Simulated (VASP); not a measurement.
# In3Cu (P6_3/mmc) in VASP: single point with PBE

Aim: the single point of In3Cu with PBE.

Program: VASP 6.6.1. These are calculated values, not measurements. Logs are shortened: lines on timing, memory, paths and dates and some standing lists are left out, and cuts for length are marked.

## (1) The cell of the first run

The structure is hexagonal, space group P6_3/mmc (No. 194). Conventional cell: a = 7.048 Å, b = 7.048 Å, c = 4.429 Å, α = 90.00°, β = 90.00°, γ = 120.00°. Within 3.8 Å of In (site symmetry mm2) lie 4 Cu at 2.90 to 3.53 Å and 6 In at 3.12 to 3.23 Å. Cu (site symmetry -6m2) has 12 In at 2.90 to 3.53 Å within 3.8 Å.

## (2) Single point, PBE

INCAR reads:

```
PREC = Accurate ; ENCUT = 520
EDIFF = 1E-6 ; ISMEAR = 0
SIGMA = 0.1 ; LREAL = F
LASPH = T ; NELM = 60
ALGO = Fast ; ISIF = 2
LWAVE = F ; LCHARG = F
GGA = PE ; NBANDS = 60
```

KPOINTS reads:

```
regular mesh
0
Gamma
  3 3 4
```

POSCAR reads:

```
In3Cu
1.0
    7.0476178300      0.0000000000      0.0000000000
   -3.5238089200      6.1034160800      0.0000000000
    0.0000000000      0.0000000000      4.4287600500
In Cu
6 2
Direct
    0.3609940100      0.1804970100      0.7500000000
    0.8195029900      0.1804970100      0.7500000000
    0.8195029900      0.6390059900      0.7500000000
    0.6390059900      0.8195029900      0.2500000000
    0.1804970100      0.8195029900      0.2500000000
    0.1804970100      0.3609940100      0.2500000000
    0.6666666700      0.3333333300      0.2500000000
    0.3333333300      0.6666666700      0.7500000000
```

Potentials or basis: VASP PAW PBE potentials, release 64 (In_d, Cu).

Launch:

```console
> cat potpaw_PBE.64/In_d/POTCAR potpaw_PBE.64/Cu/POTCAR > POTCAR
> mpirun -np 1 vasp_std > vasp.out
```

OUTCAR:

```text
PREC = Accurate
   ENCUT = 520
   EDIFF = 1E-6
   ISMEAR = 0
   LREAL = F
   LASPH = T
   NELM = 60
   ISIF = 2
   GGA = PE

 ion  position               nearest neighbor table
   1  0.361  0.180  0.750-   7 2.90   7 2.90   6 3.12   6 3.12   5 3.12   5 3.12   2 3.23   3 3.23
                             2 3.82   3 3.82
   2  0.820  0.180  0.750-   7 2.90   7 2.90   6 3.12   6 3.12   4 3.12   4 3.12   1 3.23   3 3.23
                             1 3.82   3 3.82
   3  0.820  0.639  0.750-   7 2.90   7 2.90   4 3.12   4 3.12   5 3.12   5 3.12   1 3.23   2 3.23
                             1 3.82   2 3.82
   4  0.639  0.820  0.250-   8 2.90   8 2.90   3 3.12   3 3.12   2 3.12   2 3.12   5 3.23   6 3.23
                             5 3.82   6 3.82
   5  0.180  0.820  0.250-   8 2.90   8 2.90   3 3.12   3 3.12   1 3.12   1 3.12   4 3.23   6 3.23
                             4 3.82   6 3.82
   6  0.180  0.361  0.250-   8 2.90   8 2.90   1 3.12   1 3.12   2 3.12   2 3.12   4 3.23   5 3.23
                             4 3.82   5 3.82
   7  0.667  0.333  0.250-   2 2.90   2 2.90   1 2.90   1 2.90   3 2.90   3 2.90
   8  0.333  0.667  0.750-   5 2.90   5 2.90   4 2.90   4 2.90   6 2.90   6 2.90

  LATTYP: Found a hexagonal cell.
 ALAT       =     7.0476178300
 C/A-ratio  =     0.6284052508

  Lattice vectors:

 A1 = (   7.0476178300,   0.0000000000,   0.0000000000)
 A2 = (  -3.5238089200,   6.1034160800,   0.0000000000)
 A3 = (   0.0000000000,   0.0000000000,   4.4287600500)

Analysis of symmetry for initial positions (statically):
=====================================================================
 Subroutine PRICEL returns:
 Original cell was already a primitive cell.

 Routine SETGRP: Setting up the symmetry group for a
 hexagonal supercell.

 Subroutine GETGRP returns: Found 24 space group operations
 (whereof 12 operations were pure point group operations)
 out of a pool of 24 trial point group operations.

The static configuration has the point symmetry D_3d.
 The point group associated with its full space group is D_6h.

Analysis of symmetry for dynamics (positions and initial velocities):
=====================================================================
 Subroutine PRICEL returns:
 Original cell was already a primitive cell.

 Routine SETGRP: Setting up the symmetry group for a
 hexagonal supercell.

 Subroutine GETGRP returns: Found 24 space group operations
 (whereof 12 operations were pure point group operations)
 out of a pool of 24 trial point group operations.

The dynamic configuration has the point symmetry D_3d.
 The point group associated with its full space group is D_6h.

 Subroutine INISYM returns: Found 24 space group operations
 (whereof 12 operations are pure point group operations),
 and found     1 'primitive' translations

----------------------------------------------------------------------------------------

                                     Primitive cell

  volume of cell :     190.5011

  direct lattice vectors                    reciprocal lattice vectors
     7.047617830  0.000000000  0.000000000     0.141891916  0.081921336  0.000000000
    -3.523808920  6.103416080  0.000000000     0.000000000  0.163842672  0.000000000
     0.000000000  0.000000000  4.428760050     0.000000000  0.000000000  0.225796834

  length of vectors
     7.047617830  7.047617835  4.428760050     0.163842672  0.163842672  0.225796834

  position of ions in fractional coordinates (direct lattice)
     0.360994010  0.180497010  0.750000000
     0.819502990  0.180497010  0.750000000
     0.819502990  0.639005990  0.750000000
     0.639005990  0.819502990  0.250000000
     0.180497010  0.819502990  0.250000000
     0.180497010  0.360994010  0.250000000
     0.666666670  0.333333330  0.250000000
     0.333333330  0.666666670  0.750000000

  ion indices of the primitive-cell ions
   primitive index   ion index
                 1           1
                 2           2
                 3           3
                 4           4
                 5           5
                 6           6
                 7           7
                 8           8

----------------------------------------------------------------------------------------

 KPOINTS: regular mesh

Automatic generation of k-mesh.
 Grid dimensions read from file:
 generate k-points for:    3    3    4

 Generating k-lattice:

  Cartesian coordinates                     Fractional coordinates (reciprocal lattice)
     0.047297305  0.027307112  0.000000000     0.333333333  0.000000000  0.000000000
     0.000000000  0.054614224  0.000000000     0.000000000  0.333333333  0.000000000
     0.000000000  0.000000000  0.056449209     0.000000000  0.000000000  0.250000000

  Length of vectors
     0.054614224  0.054614224  0.056449209

  Shift w.r.t. Gamma in fractional coordinates (k-lattice)
     0.000000000  0.000000000  0.000000000

 Subroutine IBZKPT returns following result:
 ===========================================

 Found      9 irreducible k-points:

 Following reciprocal coordinates:
            Coordinates               Weight
  0.000000  0.000000  0.000000      1.000000
  0.333333  0.000000  0.000000      6.000000
  0.333333  0.333333  0.000000      2.000000
  0.000000  0.000000  0.250000      2.000000
  0.333333  0.000000  0.250000     12.000000
  0.333333  0.333333  0.250000      4.000000
  0.000000  0.000000  0.500000      1.000000
  0.333333  0.000000  0.500000      6.000000
  0.333333  0.333333  0.500000      2.000000
   k-points           NKPTS =      9   k-points in BZ     NKDIM =      9   number of bands    NBANDS=     60
   number of dos      NEDOS =    301   number of ions     NIONS =      8
   total plane-waves  NPLWV = 104976
   dimension x,y,z NGX =    54 NGY =   54 NGZ =   36
   dimension x,y,z NGXF=   108 NGYF=  108 NGZF=   72
   ions per type =               6   2
   NGX,Y,Z   is equivalent  to a cutoff of  12.74, 12.74, 13.51 a.u.
   NGXF,Y,Z  is equivalent  to a cutoff of  25.48, 25.48, 27.03 a.u.
 SYSTEM =  unknown system
   PREC   = accura    normal or accurate (medium, high low for compatibility)
   ISTART =      0    job   : 0-new  1-cont  2-samecut
   ICHARG =      2    charge: 1-file 2-atom 10-const
   ISPIN  =      1    spin polarized calculation?
   LNONCOLLINEAR =      F non collinear calculations
   LSORBIT =      F    spin-orbit coupling
   LASPH  =      T    aspherical Exc in radial PAW
   ENCUT  =  520.0 eV  38.22 Ry    6.18 a.u.  13.10 13.10  8.23*2*pi/ulx,y,z
   NELM   =     60;   NELMIN=  2; NELMDL= -5     # of ELM steps
   EDIFF  = 0.1E-05   stopping-criterion for ELM
   LREAL  =      F    real-space projection
   EDIFFG = 0.1E-04   stopping-criterion for IOM
   NSW    =      0    number of steps for IOM
   IBRION =     -1    ionic relax: 0-MD 1-quasi-New 2-CG
   NFREE  =      0    steps in history (QN), initial steepest desc. (CG)
   ISIF   =      2    stress and relaxation
   ISYM   =      2    0-nonsym 1-usesym 2-fastsym
   POTIM  = 0.5000    time-step for ionic-motion
   TEBEG  =    0.0;   TEEND  =   0.0 temperature during run
   PSTRESS=    0.0 pullay stress
   NELECT =     100.0000    total number of electrons
   NUPDOWN=      -1.0000    fix difference up-down
   EMIN   =  10.00;   EMAX   =-10.00  energy-range for DOS
   EFERMI =   0.00;   METHOD = LEGACY
   ISMEAR =     0;   SIGMA  =   0.10  broadening in eV -4-tet -1-fermi 0-gaus
   EFERMI_NEDOS =   21; number of points for ismear=-14 and -15
   IALGO  =     68    algorithm
   IMIX   =      4    mixing-type and parameters
     AMIX     =   0.40;   BMIX     =  1.00
     AMIX_MAG =   1.60;   BMIX_MAG =  1.00
  volume/ion in A,a.u.               =      23.81       160.70
  Fermi-wavevector in a.u.,A,eV,Ry     =   1.320613  2.495597 23.728826  1.744020
  Thomas-Fermi vector in A             =   2.450427
   LORBIT       =      0    0 simple, 1 ext, 2 COOP (PROOUT), +10 PAW based schemes
   GGA     = PE    functional components
   LHFCALC =     F    Hartree Fock is set to
   AEXX    =    0.0000 exact exchange contribution
   IVDW    =     0    specifies the selected vdW correction
   LEPSILON=     F    determine dielectric tensor
   LRPA    =     F    only Hartree local field effects (RPA)
 non-spin polarized calculation
 RMM-DIIS sequential band-by-band and
 Gauss-broadening in eV      SIGMA  =   0.10
  energy-cutoff  :      520.00
  volume of cell :      190.50
 maximum number of plane-waves:      5154
 NGX is ok and might be reduce to    54
   NGX = 27   NGY = 27   NGZ = 17

 number of electron     100.0000000 magnetization

 number of electron      99.9999972 magnetization

 Free energy of the ion-electron system (eV)
  ---------------------------------------------------
  ext. energy  EPLUGINS =         0.00000000
  ---------------------------------------------------
  free energy    TOTEN  =       -21.67792866 eV

  energy without entropy =      -21.65990639  energy(sigma->0) =      -21.66891752

 E-fermi :   6.6999     XC(G=0): -10.3127

 val. band max:        6.6674567600   @ k =   0.3333   0.0000   0.5000
 cond. band min:       7.0120322012   @ k =   0.0000   0.0000   0.2500
 fundamental gap:      0.3445754412
 Fermi energy:         6.6999432798

 k-point     1 :       0.0000    0.0000    0.0000
  band No.  band energies     occupation
      1      -7.8513      2.00000
      2      -7.8513      2.00000
      3      -7.8448      2.00000
      4      -7.8391      2.00000
      5      -7.8145      2.00000
      6      -7.7786      2.00000
[... 52 lines left out ...]
     59      11.0818      0.00000
     60      11.4767      0.00000

 k-point     2 :       0.3333    0.0000    0.0000
  band No.  band energies     occupation
      1      -7.8799      2.00000
      2      -7.8339      2.00000
      3      -7.7938      2.00000
      4      -7.7937      2.00000
      5      -7.7872      2.00000
      6      -7.7741      2.00000
[... 52 lines left out ...]
     59      10.7190      0.00000
     60      12.0108      0.00000

 k-point     3 :       0.3333    0.3333    0.0000
  band No.  band energies     occupation
      1      -7.8973      2.00000
      2      -7.7875      2.00000
      3      -7.7875      2.00000
      4      -7.7746      2.00000
      5      -7.7746      2.00000
      6      -7.7252      2.00000
[... 52 lines left out ...]
     59      11.2180      0.00000
     60      11.2181      0.00000

 k-point     4 :       0.0000    0.0000    0.2500
  band No.  band energies     occupation
      1      -7.8200      2.00000
      2      -7.8200      2.00000
      3      -7.8150      2.00000
      4      -7.8118      2.00000
      5      -7.7870      2.00000
      6      -7.7870      2.00000
[... 52 lines left out ...]
     59      12.7170      0.00000
     60      12.7170      0.00000

 k-point     5 :       0.3333    0.0000    0.2500
  band No.  band energies     occupation
      1      -7.8320      2.00000
      2      -7.8211      2.00000
      3      -7.8115      2.00000
      4      -7.7701      2.00000
      5      -7.7624      2.00000
      6      -7.7530      2.00000
[... 52 lines left out ...]
     59      11.7819      0.00000
     60      11.9025      0.00000

 k-point     6 :       0.3333    0.3333    0.2500
  band No.  band energies     occupation
      1      -7.8352      2.00000
      2      -7.8066      2.00000
      3      -7.8066      2.00000
      4      -7.7786      2.00000
      5      -7.7786      2.00000
      6      -7.7161      2.00000
[... 52 lines left out ...]
     59      12.4312      0.00000
     60      12.4779      0.00000

 k-point     7 :       0.0000    0.0000    0.5000
  band No.  band energies     occupation
      1      -7.7801      2.00000
      2      -7.7801      2.00000
      3      -7.7801      2.00000
      4      -7.7801      2.00000
      5      -7.7644      2.00000
      6      -7.7644      2.00000
[... 52 lines left out ...]
     59      12.4805      0.00000
     60      12.4805      0.00000

 k-point     8 :       0.3333    0.0000    0.5000
  band No.  band energies     occupation
      1      -7.8143      2.00000
      2      -7.8143      2.00000
      3      -7.7611      2.00000
      4      -7.7611      2.00000
      5      -7.7459      2.00000
      6      -7.7459      2.00000
[... 52 lines left out ...]
     59      12.1490      0.00000
     60      12.1495      0.00000

 k-point     9 :       0.3333    0.3333    0.5000
  band No.  band energies     occupation
      1      -7.8041      2.00000
      2      -7.8041      2.00000
      3      -7.7918      2.00000
      4      -7.7918      2.00000
      5      -7.7254      2.00000
      6      -7.7254      2.00000
[... 52 lines left out ...]
     59      10.8998      0.00000
     60      10.9121      0.00000

------------------------ aborting loop because EDIFF is reached ----------------------------------------

  FORCE on cell =-STRESS in cart. coord.  units (eV):
  Direction    XX          YY          ZZ          XY          YZ          ZX
  --------------------------------------------------------------------------------------
  -------------------------------------------------------------------------------------
  Total       -0.3810253     -0.3810253     -0.5176045      0.0000000      0.0000000      0.0000000
  in kB       -3.2045489     -3.2045489     -4.3532255      0.0000000      0.0000000      0.0000000
  external PRESSURE =      -3.5874411 kB  Pullay stress =       0.0000000 kB

 VOLUME and BASIS-vectors are now :
 -----------------------------------------------------------------------------
  energy-cutoff  :      520.00
  volume of cell :      190.50
      direct lattice vectors                 reciprocal lattice vectors
     7.047617830  0.000000000  0.000000000     0.141891916  0.081921336  0.000000000
    -3.523808920  6.103416080  0.000000000     0.000000000  0.163842672  0.000000000
     0.000000000  0.000000000  4.428760050     0.000000000  0.000000000  0.225796834

 POSITION                                       TOTAL-FORCE (eV/Angst)
 -----------------------------------------------------------------------------------
      1.90811      1.10165      3.32157        -0.006527     -0.003768      0.000000
      5.13951      1.10165      3.32157         0.006527     -0.003768      0.000000
      3.52381      3.90012      3.32157        -0.000000      0.007537      0.000000
      1.61570      5.00177      1.10719         0.006527      0.003768     -0.000000
     -1.61570      5.00177      1.10719        -0.006527      0.003768     -0.000000
      0.00000      2.20330      1.10719         0.000000     -0.007537      0.000000
      3.52381      2.03447      1.10719        -0.000000     -0.000000     -0.000000
     -0.00000      4.06894      3.32157        -0.000000     -0.000000     -0.000000
 -----------------------------------------------------------------------------------
    total drift:                               -0.000016      0.000009     -0.000000

  FREE ENERGIE OF THE ION-ELECTRON SYSTEM (eV)
  ---------------------------------------------------
  free  energy   TOTEN  =       -21.6779286605 eV

  energy  without entropy=      -21.6599063851  energy(sigma->0) =      -21.66891752
```

It took 98 s on 1 thread of Intel Xeon 6975P-C (Granite Rapids), shared host; peak memory 0.35 GiB.

What came out:

- Free energy: -21.6779 eV
- Pressure: -0.4 GPa
- Largest force: 0.008 eV/Å
- Band gap on the k mesh: zero (band 50 reaches 9.49 eV, above the bottom of band 51 at 5.36 eV)

Forces in eV/Å, atoms in the order of the input:
```
In  -0.007 -0.004  0.000
In   0.007 -0.004  0.000
In   0.000  0.008  0.000
In   0.007  0.004  0.000
In  -0.007  0.004  0.000
In   0.000 -0.008  0.000
Cu   0.000  0.000  0.000
Cu   0.000  0.000  0.000
```

Levels at points of the mesh, in eV from the Fermi level:
```tsv
k point	band 47	band 48	band 49	band 50	band 51	band 52	band 53	band 54
(0.00, 0.00, 0.00)	-2.12	-1.08	0.73	2.79	2.79	2.83	2.92	2.92
(0.00, 0.00, 0.50)	-2.03	-2.03	-1.34	-1.34	-1.34	-1.34	-0.77	-0.77
```

Caveat: spin-orbit coupling is left out, which moves the levels of the heavy elements.
